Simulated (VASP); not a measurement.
# BaTiO3 (P4/mmm) in VASP: notebook

BaTiO3 is run at these levels: PBEsol; tasks: electric field gradients.

Program: VASP 6.6.1. These are calculated values, not measurements. Logs are shortened: lines on timing, memory, paths and dates and some standing lists are left out, and cuts for length are marked.

**1. The cell of the first run**

Symmetry: P4/mmm, No. 123, tetragonal system. The conventional cell has a = 4.000 Å, b = 4.000 Å, c = 4.098 Å, α = 90.00°, β = 90.00°, γ = 90.00°. Ba (site symmetry 4/mmm) has 12 O at 2.83 to 2.86 Å and 8 Ti at 3.49 Å within 3.7 Å. Ti (site symmetry 4/mmm) has 6 O at 2.00 to 2.05 Å within 2.6 Å. O (site symmetry 4/mmm) has 2 Ti at 2.05 Å within 2.7 Å. O (site symmetry mmm) has 2 Ti at 2.00 Å within 2.6 Å.

**2. Electric field gradients, PBEsol (zz strain of +2 %)**

File INCAR:

```
SYSTEM = BaTiO3
ALGO = Normal
EDIFF = 1E-8
ENCUT = 520
GGA = PS
ISIF = 2
ISMEAR = -1
LASPH = .TRUE.
LCHARG = .FALSE.
LEFG = .TRUE.
LREAL = .FALSE.
LWAVE = .FALSE.
NBANDS = 28
NELM = 100
PREC = Accurate
SIGMA = 0.03
```

File KPOINTS:

```
k-points
0
G
  7 7 7
  0 0 0
```

File POSCAR:

```
BaTiO3
1.0
    3.9998000000      0.0000000000      0.0000000000
    0.0000000000      3.9998000000      0.0000000000
    0.0000000000      0.0000000000      4.0983600000
Ba Ti O
1 1 3
Direct
    0.0000000000      0.0000000000      0.0000000000
    0.5000000000      0.5000000000      0.5000000000
    0.5000000000      0.5000000000      0.0000000000
    0.5000000000      0.0000000000      0.5000000000
    0.0000000000      0.5000000000      0.5000000000
```

Potentials or basis: VASP PAW PBE potentials, release 64 (Ba_sv, Ti_sv, O).

Started as:

```sh
$ cat potpaw_PBE.64/Ba_sv/POTCAR potpaw_PBE.64/Ti_sv/POTCAR potpaw_PBE.64/O/POTCAR > POTCAR
$ mpirun -np 1 vasp_std > vasp.out
```

OUTCAR:

```text
SYSTEM = BaTiO3
   EDIFF = 1E-8
   ENCUT = 520
   GGA = PS
   ISIF = 2
   ISMEAR = -1
   LASPH = .TRUE.
   LREAL = .FALSE.
   NELM = 100
   PREC = Accurate

 ion  position               nearest neighbor table
   1  0.000  0.000  0.000-   3 2.83   3 2.83   3 2.83   3 2.83   5 2.86   4 2.86   5 2.86   5 2.86
                             5 2.86   4 2.86   4 2.86   4 2.86   2 3.49   2 3.49   2 3.49   2 3.49
   2  0.500  0.500  0.500-   4 2.00   5 2.00   4 2.00   5 2.00   3 2.05   3 2.05   1 3.49   1 3.49
                             1 3.49   1 3.49   1 3.49   1 3.49   1 3.49   1 3.49
   3  0.500  0.500  0.000-   2 2.05   2 2.05   1 2.83   1 2.83   1 2.83   1 2.83
   4  0.500  0.000  0.500-   2 2.00   2 2.00   1 2.86   1 2.86   1 2.86   1 2.86
   5  0.000  0.500  0.500-   2 2.00   2 2.00   1 2.86   1 2.86   1 2.86   1 2.86

  LATTYP: Found a simple tetragonal cell.
 ALAT       =     3.9998000000
 C/A-ratio  =     1.0246412321

  Lattice vectors:

 A1 = (   3.9998000000,   0.0000000000,   0.0000000000)
 A2 = (   0.0000000000,   3.9998000000,   0.0000000000)
 A3 = (   0.0000000000,   0.0000000000,   4.0983600000)

Analysis of symmetry for initial positions (statically):
=====================================================================
 Subroutine PRICEL returns:
 Original cell was already a primitive cell.

 Routine SETGRP: Setting up the symmetry group for a
 simple tetragonal supercell.

 Subroutine GETGRP returns: Found 16 space group operations
 (whereof 16 operations were pure point group operations)
 out of a pool of 16 trial point group operations.

The static configuration has the point symmetry D_4h.

Analysis of symmetry for dynamics (positions and initial velocities):
=====================================================================
 Subroutine PRICEL returns:
 Original cell was already a primitive cell.

 Routine SETGRP: Setting up the symmetry group for a
 simple tetragonal supercell.

 Subroutine GETGRP returns: Found 16 space group operations
 (whereof 16 operations were pure point group operations)
 out of a pool of 16 trial point group operations.

The dynamic configuration has the point symmetry D_4h.

 Subroutine INISYM returns: Found 16 space group operations
 (whereof 16 operations are pure point group operations),
 and found     1 'primitive' translations

----------------------------------------------------------------------------------------

                                     Primitive cell

  volume of cell :      65.5672

  direct lattice vectors                    reciprocal lattice vectors
     3.999800000  0.000000000  0.000000000     0.250012501  0.000000000  0.000000000
     0.000000000  3.999800000  0.000000000     0.000000000  0.250012501  0.000000000
     0.000000000  0.000000000  4.098360000     0.000000000  0.000000000  0.244000039

  length of vectors
     3.999800000  3.999800000  4.098360000     0.250012501  0.250012501  0.244000039

  position of ions in fractional coordinates (direct lattice)
     0.000000000  0.000000000  0.000000000
     0.500000000  0.500000000  0.500000000
     0.500000000  0.500000000  0.000000000
     0.500000000  0.000000000  0.500000000
     0.000000000  0.500000000  0.500000000

  ion indices of the primitive-cell ions
   primitive index   ion index
                 1           1
                 2           2
                 3           3
                 4           4
                 5           5

----------------------------------------------------------------------------------------

 KPOINTS: k-points

Automatic generation of k-mesh.
 Grid dimensions read from file:
 generate k-points for:    7    7    7

 Generating k-lattice:
[... 45 lines left out ...]
   number of dos      NEDOS =    301   number of ions     NIONS =      5
   total plane-waves  NPLWV =  27000
   dimension x,y,z NGX =    30 NGY =   30 NGZ =   30
   dimension x,y,z NGXF=    60 NGYF=   60 NGZF=   60
   ions per type =               1   1   3
   NGX,Y,Z   is equivalent  to a cutoff of  12.47, 12.47, 12.17 a.u.
   NGXF,Y,Z  is equivalent  to a cutoff of  24.94, 24.94, 24.34 a.u.
 SYSTEM =  BaTiO3
   PREC   = accura    normal or accurate (medium, high low for compatibility)
   ISTART =      0    job   : 0-new  1-cont  2-samecut
   ICHARG =      2    charge: 1-file 2-atom 10-const
   ISPIN  =      1    spin polarized calculation?
   LNONCOLLINEAR =      F non collinear calculations
   LSORBIT =      F    spin-orbit coupling
   LASPH  =      T    aspherical Exc in radial PAW
   ENCUT  =  520.0 eV  38.22 Ry    6.18 a.u.   7.44  7.44  7.62*2*pi/ulx,y,z
   NELM   =    100;   NELMIN=  2; NELMDL= -5     # of ELM steps
   EDIFF  = 0.1E-07   stopping-criterion for ELM
   LREAL  =      F    real-space projection
   EDIFFG = 0.1E-06   stopping-criterion for IOM
   NSW    =      0    number of steps for IOM
   IBRION =     -1    ionic relax: 0-MD 1-quasi-New 2-CG
   NFREE  =      0    steps in history (QN), initial steepest desc. (CG)
   ISIF   =      2    stress and relaxation
   ISYM   =      2    0-nonsym 1-usesym 2-fastsym
   POTIM  = 0.5000    time-step for ionic-motion
   TEBEG  =    0.0;   TEEND  =   0.0 temperature during run
   PSTRESS=    0.0 pullay stress
   NELECT =      40.0000    total number of electrons
   NUPDOWN=      -1.0000    fix difference up-down
   EMIN   =  10.00;   EMAX   =-10.00  energy-range for DOS
   EFERMI =   0.00;   METHOD = LEGACY
   ISMEAR =    -1;   SIGMA  =   0.03  broadening in eV -4-tet -1-fermi 0-gaus
   EFERMI_NEDOS =   21; number of points for ismear=-14 and -15
   IALGO  =     38    algorithm
   IMIX   =      4    mixing-type and parameters
     AMIX     =   0.40;   BMIX     =  1.00
     AMIX_MAG =   1.60;   BMIX_MAG =  1.00
  volume/ion in A,a.u.               =      13.11        88.49
  Fermi-wavevector in a.u.,A,eV,Ry     =   1.388458  2.623804 26.229507  1.927814
  Thomas-Fermi vector in A             =   2.512582
   LORBIT       =      0    0 simple, 1 ext, 2 COOP (PROOUT), +10 PAW based schemes
   GGA     = PS    functional components
   LHFCALC =     F    Hartree Fock is set to
   AEXX    =    0.0000 exact exchange contribution
   IVDW    =     0    specifies the selected vdW correction
   LEPSILON=     F    determine dielectric tensor
   LRPA    =     F    only Hartree local field effects (RPA)
 non-spin polarized calculation
  energy-cutoff  :      520.00
  volume of cell :       65.57
 maximum number of plane-waves:      1795
 NGX is ok and might be reduce to    30
   NGX = 15   NGY = 15   NGZ = 15

 number of electron      39.9999984 magnetization

 Free energy of the ion-electron system (eV)
  ---------------------------------------------------
  ext. energy  EPLUGINS =         0.00000000
  ---------------------------------------------------
  free energy    TOTEN  =       -41.92637512 eV

  energy without entropy =      -41.92637512  energy(sigma->0) =      -41.92637512

 E-fermi :   4.2712     XC(G=0): -11.4000

 val. band max:        3.4670219088   @ k =   0.4286   0.4286   0.4286
 cond. band min:       5.1636388605   @ k =   0.0000   0.0000   0.0000
 fundamental gap:      1.6966169518
 Fermi energy:         4.2711737999

 k-point     1 :       0.0000    0.0000    0.0000
  band No.  band energies     occupation
      1     -52.9419      2.00000
      2     -29.2562      2.00000
      3     -29.2562      2.00000
      4     -29.2490      2.00000
      5     -21.2905      2.00000
      6     -13.2600      2.00000
[... 733 lines left out ...]
     27      11.7398      0.00000
     28      12.2199      0.00000

 [... further k-points ...]
[... 5 lines left out ...]
  --------------------------------------------------------------------------------------
  -------------------------------------------------------------------------------------
  Total       -1.8215641     -1.8215641     -3.4747173      0.0000000      0.0000000      0.0000000
  in kB      -44.5111057    -44.5111057    -84.9069806      0.0000000      0.0000000      0.0000000
  external PRESSURE =     -57.9763973 kB  Pullay stress =       0.0000000 kB

 VOLUME and BASIS-vectors are now :
 -----------------------------------------------------------------------------
  energy-cutoff  :      520.00
  volume of cell :       65.57
      direct lattice vectors                 reciprocal lattice vectors
     3.999800000  0.000000000  0.000000000     0.250012501  0.000000000  0.000000000
     0.000000000  3.999800000  0.000000000     0.000000000  0.250012501  0.000000000
     0.000000000  0.000000000  4.098360000     0.000000000  0.000000000  0.244000039

 POSITION                                       TOTAL-FORCE (eV/Angst)
 -----------------------------------------------------------------------------------
      0.00000      0.00000      0.00000         0.000000      0.000000      0.000000
      1.99990      1.99990      2.04918         0.000000      0.000000      0.000000
      1.99990      1.99990      0.00000         0.000000      0.000000      0.000000
      1.99990      0.00000      2.04918         0.000000      0.000000      0.000000
      0.00000      1.99990      2.04918         0.000000      0.000000      0.000000
 -----------------------------------------------------------------------------------
    total drift:                                0.000000      0.000000     -0.000000

  FREE ENERGIE OF THE ION-ELECTRON SYSTEM (eV)
  ---------------------------------------------------
  free  energy   TOTEN  =       -41.9263751166 eV

  energy  without entropy=      -41.9263751166  energy(sigma->0) =      -41.92637512

 Electric field gradients (V/A^2)
---------------------------------------------------------------------
 ion       V_xx      V_yy      V_zz      V_xy      V_xz      V_yz
---------------------------------------------------------------------
   1      -2.473    -2.473     4.945     0.000     0.000    -0.000
   2     -10.118   -10.118    20.236     0.000     0.000     0.000
   3     -16.092   -16.092    32.184     0.000     0.000    -0.000
   4     -14.570    20.959    -6.389     0.000     0.000     0.000
   5      20.959   -14.570    -6.389     0.000     0.000    -0.000
---------------------------------------------------------------------

 Electric field gradients after diagonalization (V/A^2)
 (convention: |V_zz| > |V_xx| > |V_yy|)
----------------------------------------------------------------------
 ion       V_xx      V_yy      V_zz     asymmetry (V_yy - V_xx)/ V_zz
----------------------------------------------------------------------
   1      -2.473    -2.473     4.945       0.000
   2     -10.118   -10.118    20.236       0.000
   3     -16.092   -16.092    32.184       0.000
   4     -14.570    -6.389    20.959       0.390
   5     -14.570    -6.389    20.959       0.390
----------------------------------------------------------------------

           NMR quadrupolar parameters

 Cq : quadrupolar parameter    Cq=e*Q*V_zz/h
 eta: asymmetry parameters     (V_yy - V_xx)/ V_zz
 Q  : nuclear electric quadrupole moment in mb (millibarn)
----------------------------------------------------------------------
 ion       Cq(MHz)       eta       Q (mb)
----------------------------------------------------------------------
   1       0.012       0.000       1.000
   2       0.049       0.000       1.000
   3       0.078       0.000       1.000
   4       0.051       0.390       1.000
   5       0.051       0.390       1.000
----------------------------------------------------------------------
```

It took 1.8 min on 1 thread of Intel Xeon Platinum 8488C (Sapphire Rapids), shared host; peak memory 0.22 GiB.

What came out:

```yaml
Free_energy: -41.9264 eV
Pressure: -5.8 GPa
Band_gap_on_the_k_mesh: 1.70 eV, indirect (least direct gap 1.80 eV)
```

Stress tensor (GPa, compression positive):
```
-4.45  0.00  0.00
 0.00 -4.45  0.00
 0.00  0.00 -8.49
```

Electric field gradients, principal values (V/Å²):
| atom | least | middle | greatest (by size) |
| --- | --- | --- | --- |
| 1 Ba | -2.473 | -2.473 | 4.945 |
| 2 Ti | -10.118 | -10.118 | 20.236 |
| 3 O | -16.092 | -16.092 | 32.184 |
| 4 O | -6.389 | -14.570 | 20.959 |
| 5 O | -6.389 | -14.570 | 20.959 |

Caveat: the cell differs from its parent crystal (zz strain of +2 %); without QUAD_EFG the Cq values of the log hold for a quadrupole moment of 1 mb, not for the nuclei; the PAW data sets were made with another functional, which shifts forces and pressure a little; spin-orbit coupling is left out, which moves the levels of the heavy elements.

(Continued in part 2 of 2.)
